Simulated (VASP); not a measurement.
# CuO (Cccm) in VASP: a series of runs, part 2 of 2

VASP 6.6.1. Earlier steps stand in the parts before.

## (4) Single point, PBE (strain along c alone, the other axes held: +6.0 %)

INCAR reads:

```
SYSTEM = CuO
PREC = Accurate
ENCUT = 520
EDIFF = 1E-6
ISMEAR = 0
SIGMA = 0.1
LREAL = .FALSE.
LASPH = .TRUE.
NELM = 100
ALGO = Normal
ISIF = 2
LWAVE = .FALSE.
LCHARG = .FALSE.
GGA = PE
NBANDS = 44
```

KPOINTS reads:

```
regular mesh
0
G
  8 8 8
  0 0 0
```

POSCAR reads:

```
CuO
1.0
    4.1642993779      0.0000000000      0.0000000000
    0.0000000000      4.1758848781      0.0000000000
    0.0000000000      0.0000000000      5.4603378306
Cu O
4 4
Direct
    0.2500000000      0.2500000000      0.5000000000
    0.2500000000      0.7500000000      0.0000000000
    0.7500000000      0.7500000000      0.5000000000
    0.7500000000      0.2500000000      0.0000000000
    0.5000000000      0.0000000000      0.7500000000
    0.5000000000      0.0000000000      0.2500000000
    0.0000000000      0.5000000000      0.7500000000
    0.0000000000      0.5000000000      0.2500000000
```

Potentials or basis: VASP PAW PBE potentials, release 64 (Cu, O).

On the command line:

```
$ cat potpaw_PBE.64/Cu/POTCAR potpaw_PBE.64/O/POTCAR > POTCAR
$ mpirun -np 1 vasp_std > vasp.out
```

OUTCAR:

```text
SYSTEM = CuO
   PREC = Accurate
   ENCUT = 520
   EDIFF = 1E-6
   ISMEAR = 0
   LREAL = .FALSE.
   LASPH = .TRUE.
   NELM = 100
   ISIF = 2
   GGA = PE

 ion  position               nearest neighbor table
   1  0.250  0.250  0.500-   5 2.01   6 2.01   7 2.01   8 2.01
   2  0.250  0.750  0.000-   5 2.01   6 2.01   7 2.01   8 2.01
   3  0.750  0.750  0.500-   5 2.01   6 2.01   7 2.01   8 2.01
   4  0.750  0.250  0.000-   5 2.01   6 2.01   7 2.01   8 2.01
   5  0.500  0.000  0.750-   1 2.01   2 2.01   3 2.01   4 2.01
   6  0.500  0.000  0.250-   1 2.01   2 2.01   3 2.01   4 2.01
   7  0.000  0.500  0.750-   1 2.01   2 2.01   3 2.01   4 2.01
   8  0.000  0.500  0.250-   1 2.01   2 2.01   3 2.01   4 2.01

  LATTYP: Found a simple orthorhombic cell.
 ALAT       =     4.1642993779
 B/A-ratio  =     1.0027821007
 C/A-ratio  =     1.3112260515

  Lattice vectors:

 A1 = (   4.1642993779,   0.0000000000,   0.0000000000)
 A2 = (   0.0000000000,   4.1758848781,   0.0000000000)
 A3 = (   0.0000000000,   0.0000000000,   5.4603378306)

Analysis of symmetry for initial positions (statically):
=====================================================================
 Subroutine PRICEL returns following result:

  LATTYP: Found a base centered orthorhombic cell.
 ALAT       =     4.1642993779
 B/A-ratio  =     1.0027821007
 C/A-ratio  =     1.3112260515

  Lattice vectors:

 A1 = (   2.0821496889,  -2.0879424390,   0.0000000000)
 A2 = (   2.0821496889,   2.0879424390,   0.0000000000)
 A3 = (   0.0000000000,   0.0000000000,   5.4603378306)

   2 primitive cells build up your supercell.

 Routine SETGRP: Setting up the symmetry group for a
 simple orthorhombic supercell.

 Subroutine GETGRP returns: Found  8 space group operations
 (whereof  4 operations were pure point group operations)
[... 149 lines left out ...]
   ISMEAR =     0;   SIGMA  =   0.10  broadening in eV -4-tet -1-fermi 0-gaus
   EFERMI_NEDOS =   21; number of points for ismear=-14 and -15
   IALGO  =     38    algorithm
   IMIX   =      4    mixing-type and parameters
     AMIX     =   0.40;   BMIX     =  1.00
     AMIX_MAG =   1.60;   BMIX_MAG =  1.00
  volume/ion in A,a.u.               =      11.87        80.10
  Fermi-wavevector in a.u.,A,eV,Ry     =   1.464675  2.767834 29.188192  2.145272
  Thomas-Fermi vector in A             =   2.580622
   LORBIT       =      0    0 simple, 1 ext, 2 COOP (PROOUT), +10 PAW based schemes
   GGA     = PE    functional components
   LHFCALC =     F    Hartree Fock is set to
   AEXX    =    0.0000 exact exchange contribution
   IVDW    =     0    specifies the selected vdW correction
   LEPSILON=     F    determine dielectric tensor
   LRPA    =     F    only Hartree local field effects (RPA)
 non-spin polarized calculation
 Gauss-broadening in eV      SIGMA  =   0.10
  energy-cutoff  :      520.00
  volume of cell :       94.95
 maximum number of plane-waves:      2576
 NGX is ok and might be reduce to    32
   NGX = 15   NGY = 15   NGZ = 21

 number of electron      68.0000036 magnetization

 Free energy of the ion-electron system (eV)
  ---------------------------------------------------
  ext. energy  EPLUGINS =         0.00000000
  ---------------------------------------------------
  free energy    TOTEN  =       -39.20513596 eV

  energy without entropy =      -39.18024683  energy(sigma->0) =      -39.19269139

 E-fermi :   3.9685     XC(G=0): -10.9587

 val. band max:        3.9651325978   @ k =   0.2500   0.0000   0.3750
 cond. band min:       3.9714741115   @ k =   0.5000   0.3750   0.1250
 fundamental gap:      0.0063415137
 Fermi energy:         3.9685012331

 k-point     1 :       0.0000    0.0000    0.0000
  band No.  band energies     occupation
      1     -15.0670      2.00000
      2     -14.0988      2.00000
      3     -14.0422      2.00000
      4     -13.7296      2.00000
      5      -3.3685      2.00000
      6      -1.8796      2.00000
[... 1117 lines left out ...]
     43      14.4489      0.00000
     44      14.4489      0.00000

 [... further k-points ...]
[... 5 lines left out ...]
  --------------------------------------------------------------------------------------
  -------------------------------------------------------------------------------------
  Total       -3.1332998     -3.1650906     -9.7444948     -0.0000000      0.0000000      0.0000000
  in kB      -52.8691777    -53.4055937   -164.4220032     -0.0000000      0.0000000      0.0000000
  external PRESSURE =     -90.2322582 kB  Pullay stress =       0.0000000 kB

 VOLUME and BASIS-vectors are now :
 -----------------------------------------------------------------------------
  energy-cutoff  :      520.00
  volume of cell :       94.95
      direct lattice vectors                 reciprocal lattice vectors
     4.164299378  0.000000000  0.000000000     0.240136433  0.000000000  0.000000000
     0.000000000  4.175884878  0.000000000     0.000000000  0.239470203  0.000000000
     0.000000000  0.000000000  5.460337831     0.000000000  0.000000000  0.183138852

 POSITION                                       TOTAL-FORCE (eV/Angst)
 -----------------------------------------------------------------------------------
      1.04107      1.04397      2.73017        -0.000000      0.000000     -0.000000
      1.04107      3.13191      0.00000        -0.000000     -0.000000      0.000000
      3.12322      3.13191      2.73017        -0.000000      0.000000     -0.000000
      3.12322      1.04397      0.00000         0.000000      0.000000     -0.000000
      2.08215      0.00000      4.09525        -0.000000      0.000000      0.000000
      2.08215      0.00000      1.36508         0.000000      0.000000     -0.000000
      0.00000      2.08794      4.09525        -0.000000      0.000000     -0.000000
      0.00000      2.08794      1.36508        -0.000000      0.000000      0.000000
 -----------------------------------------------------------------------------------
    total drift:                                0.000000     -0.000000      0.000000

  FREE ENERGIE OF THE ION-ELECTRON SYSTEM (eV)
  ---------------------------------------------------
  free  energy   TOTEN  =       -39.2051359557 eV

  energy  without entropy=      -39.1802468288  energy(sigma->0) =      -39.19269139
```

OSZICAR:

```text
N       E                     dE             d eps       ncg     rms          rms(c)
DAV:   1     0.787996787670E+03    0.78800E+03   -0.30861E+04 11056   0.234E+03
DAV:   2     0.111673550673E+03   -0.67632E+03   -0.63750E+03 11152   0.509E+02
DAV:   3    -0.390089471438E+02   -0.15068E+03   -0.14175E+03 14528   0.250E+02
DAV:   4    -0.518553959261E+02   -0.12846E+02   -0.12564E+02 16576   0.781E+01
DAV:   5    -0.520383336311E+02   -0.18294E+00   -0.18241E+00 15724   0.126E+01    0.253E+01
DAV:   6    -0.480534989933E+02    0.39848E+01   -0.10640E+02 16712   0.174E+02    0.212E+01
DAV:   7    -0.388411985123E+02    0.92123E+01   -0.26209E+01 14148   0.127E+02    0.396E+00
DAV:   8    -0.392739896784E+02   -0.43279E+00   -0.54812E+00 12492   0.121E+01    0.238E+00
DAV:   9    -0.392186305539E+02    0.55359E-01   -0.26297E-01 16536   0.727E+00    0.777E-01
DAV:  10    -0.392070251965E+02    0.11605E-01   -0.40774E-02 15672   0.255E+00    0.587E-01
DAV:  11    -0.392053774401E+02    0.16478E-02   -0.33674E-02 15692   0.122E+00    0.145E-01
DAV:  12    -0.392050365574E+02    0.34088E-03   -0.27648E-03 15116   0.612E-01    0.497E-02
DAV:  13    -0.392051503931E+02   -0.11384E-03   -0.31589E-04 15292   0.176E-01    0.231E-02
DAV:  14    -0.392051353984E+02    0.14995E-04   -0.30363E-05 17272   0.880E-02    0.689E-03
DAV:  15    -0.392051362962E+02   -0.89781E-06   -0.15508E-05 15776   0.430E-02    0.358E-03
DAV:  16    -0.392051359557E+02    0.34051E-06   -0.67135E-07  6680   0.189E-02
   1 F= -.39205136E+02 E0= -.39192691E+02  d E =-.248891E-01
```

It took 12 min on 1 thread of Intel Xeon 8259CL, shared host; peak memory 0.47 GiB.

What came out:

```
Free energy            : -39.2051 eV
Pressure               : -9.0 GPa
Band gap on the k mesh : zero (bands 34 and 35 overlap by 1.01 eV)
```

Caveat: the cell differs from its parent crystal (strain along c alone, the other axes held: +6.0 %); the stress differs along the axes, from -16 to -5 GPa; semilocal functionals often make such compounds metallic where correlation or magnetic order opens a gap, which also shifts bond lengths.

## (5) The runs side by side

| cell | gap on the mesh (eV) | pressure (GPa) |
| --- | --- | --- |
| a = 4.248, b = 4.259, c = 5.080 Å, 8 atoms | none | -1.8 |
| a = 4.248, b = 4.259, c = 5.089 Å, 8 atoms | none | -2.3 |
| a = 4.164, b = 4.176, c = 5.460 Å, 8 atoms | none | -9.0 |

Alike in all rows: task single point; level PBE; potentials or basis VASP PAW PBE potentials, release 64 (Cu, O); no spin polarisation; k mesh 8 × 8 × 8; cutoff (eV) 520; smearing gaussian 0.1 eV.

Caveats: semilocal functionals often make such compounds metallic where correlation or magnetic order opens a gap, which also shifts bond lengths; the stress differs along the axes, from -16 to -5 GPa (at least some runs).

Absolute energies hang on the potentials; compare differences alone.

The gap in the log of VASP goes by the Fermi energy; the results here count the filled bands.